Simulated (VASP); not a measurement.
A run of VASP 6.6.1 is set up as follows.

File POSCAR:

```
Cu
1.0
    0.0000000000      1.6030486175      1.6030486175
    1.6030486175      0.0000000000      1.6030486175
    1.6030486175      1.6030486175      0.0000000000
Cu
1
Direct
    0.0000000000      0.0000000000      0.0000000000
```

Contents of INCAR.step1:

```
SYSTEM = Cu
PREC     = Accurate       ! precision mode
ENCUT    = 520            ! plane-wave cutoff, eV
ISMEAR   = -1             ! smearing method
SIGMA    = 0.1            ! smearing width, eV
LREAL    = .FALSE.        ! projectors in reciprocal space
LASPH    = .TRUE.         ! aspherical terms in the spheres
NELM     = 80             ! most SCF steps
NBANDS   = 12             ! bands
GGA      = PE             ! functional
ALGO     = Normal         ! electronic algorithm
EDIFF    = 1E-4           ! SCF threshold, eV
LWAVE    = .TRUE.         ! write WAVECAR
LCHARG   = .FALSE.        ! write CHGCAR
```

Contents of INCAR.step2:

```
SYSTEM = Cu
PREC     = Accurate       ! precision mode
ENCUT    = 520            ! plane-wave cutoff, eV
EDIFF    = 1E-6           ! SCF threshold, eV
ISMEAR   = -1             ! smearing method
SIGMA    = 0.1            ! smearing width, eV
LREAL    = .FALSE.        ! projectors in reciprocal space
LASPH    = .TRUE.         ! aspherical terms in the spheres
NELM     = 80             ! most SCF steps
ALGO     = Normal         ! electronic algorithm
ISIF     = 2              ! what is computed and relaxed
LWAVE    = .FALSE.        ! write WAVECAR
LCHARG   = .FALSE.        ! write CHGCAR
METAGGA  = R2SCAN         ! meta-GGA
LMIXTAU  = .TRUE.       
NBANDS   = 12             ! bands
ISTART   = 1
```

KPOINTS

```
regular mesh
0
G
  20 20 20
  0 0 0
```

Potentials or basis: VASP PAW PBE potentials, release 64 (Cu).

The run is started by

```console
$ cat potpaw_PBE.64/Cu/POTCAR > POTCAR
$ cp INCAR.step1 INCAR
$ mpirun -np 1 vasp_std > vasp.out
$ cp INCAR.step2 INCAR
$ mpirun -np 1 vasp_std > vasp.out
```

Predict the pressure.

122.2 GPa.

Caveat: the PAW data sets were made with another functional, which shifts forces and pressure a little.
